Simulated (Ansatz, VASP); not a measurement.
# Two plane-wave programs on SnTe

```
Sn Te
1.0
     0.00000    3.58398    3.58398
     3.58398    0.00000    3.58398
     3.58398    3.58398    0.00000
Sn Te
1 1
Direct
  0.00000 0.00000 0.00000
  0.25000 0.25000 0.25000
```

Alike in both runs: task single point; functional r2SCAN; k mesh 4 × 4 × 4; no spin polarisation.

|  | VASP | Ansatz |
| --- | --- | --- |
| version | VASP 6.6.1 | Ansatz 0.2.0 |
| potentials or method | VASP PAW PBE potentials, release 64 (Sn_d, Te) | plane waves |
| plane-wave cutoff (eV) | 520 | 500 |
| occupations | methfessel-paxton of order 1, width 0.001 eV | cold, width 0.001 eV |
| valence electrons in the cell | 20 | 30 |

```tsv
	VASP	Ansatz	Ansatz less VASP
gap on the k mesh at the Fermi level (eV)	0.09	0.09	+0.003
pressure (GPa)	-0.1	-0.1	+0.01
```

VASP's potentials were made for PBE, not for r2SCAN. VASP's potentials hold 20 valence electrons a cell and Ansatz's 30, so a difference there can come from the potentials and not from the codes.

Spin-orbit coupling is off throughout.
